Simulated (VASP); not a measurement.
Wanted: the native input for a VASP 6.6.1 run.

- Task: single point
- Functional: PBEsol
- Potentials or basis: VASP PAW PBE potentials, release 64 (Ge_d)
- Cutoff: 520 eV
- k mesh: 14 × 14 × 14
- Occupations: gaussian, width 0.15 eV
- Spin: no spin polarisation
- Dipole correction: no
- Further INCAR settings: ALGO = Normal; EDIFF = 1e-06; NBANDS = 21

The structure of Ge lies in POSCAR:

```
Ge
1.0
    0.0000000000      2.5812526250      2.8287700000
    3.0762873750      0.0000000000      2.8287700000
    3.0762873750      2.5812526250      0.0000000000
Ge
2
Direct
    0.5000000000      0.5000000000      0.5000000000
    0.7500000000      0.7500000000      0.7500000000
```

This cell differs from its parent crystal: strain +0.0875 x Voigt [1, -1, 0, 0, 0, 0].

These files were run (other wordings do the same):

INCAR

```
PREC = Accurate
ENCUT = 520
EDIFF = 1E-6
ISMEAR = 0
SIGMA = 0.15
LREAL = F
LASPH = T
NELM = 60
ALGO = Normal
ISIF = 2
LWAVE = F
LCHARG = F
GGA = PS
NBANDS = 21
```

KPOINTS

```
regular mesh
0
Gamma
  14 14 14
```

Potentials or basis: VASP PAW PBE potentials, release 64 (Ge_d).

Launch:

```bash
$ cat potpaw_PBE.64/Ge_d/POTCAR > POTCAR
$ mpirun -np 1 vasp_std > vasp.out
```

Results of the run:

```yaml
Pressure: 0.6 GPa
Band_gap_on_the_k_mesh: zero (band 14 reaches 5.22 eV, above the bottom of band 15 at 4.65 eV)
```

Caveat: the cell differs from its parent crystal (strain +0.0875 x Voigt [1, -1, 0, 0, 0, 0]); the PAW data sets were made with another functional, which shifts forces and pressure a little.

Wall time 4.5 min on 1 thread of Intel Xeon 6975P-C, with other jobs on the host, peak memory 0.42 GiB.
